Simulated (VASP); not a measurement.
## SnO2: single point with PBE

Crystal: SnO2.

```
Sn O
1.0
     4.90861    0.00000    0.00000
     0.00000    4.90861    0.00000
     0.00000    0.00000    3.25735
Sn O
2 4
Direct
  0.00000 0.00000 0.00000
  0.50000 0.50000 0.50000
  0.30765 0.30765 0.00000
  0.80765 0.19235 0.50000
  0.19235 0.80765 0.50000
  0.69235 0.69235 0.00000
```

```yaml
Program: VASP 6.6.1
Task: single point
Functional: PBE
Potentials_or_basis: VASP PAW PBE potentials, release 64 (Sn_d, O)
Cutoff: 520 eV
k_mesh: 6 × 6 × 10
Occupations: gaussian, width 0.05 eV
Spin: no spin polarisation
```

```yaml
Pressure: -5.3 GPa
Largest_force: 0.020 eV/Å
Band_gap_on_the_k_mesh: 0.33 eV
```

Forces in eV/Å, atoms in the order of the input:
```
Sn   0.000  0.000  0.000
Sn   0.000  0.000  0.000
O   -0.014 -0.014  0.000
O   -0.014  0.014  0.000
O    0.014 -0.014  0.000
O    0.014  0.014  0.000
```

Stress tensor (GPa, compression positive):
```
-5.42  0.00  0.00
 0.00 -5.42  0.00
 0.00  0.00 -5.19
```

Levels at points of the mesh, in eV from the valence-band top:
```tsv
k point	band 24	band 25	band 26	band 27	band 28	band 29
(0.00, 0.00, 0.00)	-0.72	-0.72	0.00	0.33	5.38	5.93
(0.50, 0.00, 0.00)	-1.19	-0.60	-0.60	3.51	3.51	6.65
(0.50, 0.50, 0.00)	-1.30	-0.83	-0.83	3.88	3.88	6.92
(0.00, 0.00, 0.50)	-1.42	-1.13	-1.13	5.19	5.19	9.07
(0.50, 0.00, 0.50)	-0.96	-0.78	-0.78	5.43	5.43	7.24
(0.50, 0.50, 0.50)	-0.90	-0.75	-0.75	4.04	4.04	8.35
```

Run time: 2.7 min on 1 thread of Intel(R) Xeon(R) 6975P-C (Granite Rapids) (shared host), peak memory 0.26 GiB.

Caveat: the cell stands under tension; spin-orbit coupling is left out, which moves the levels of the heavy elements.
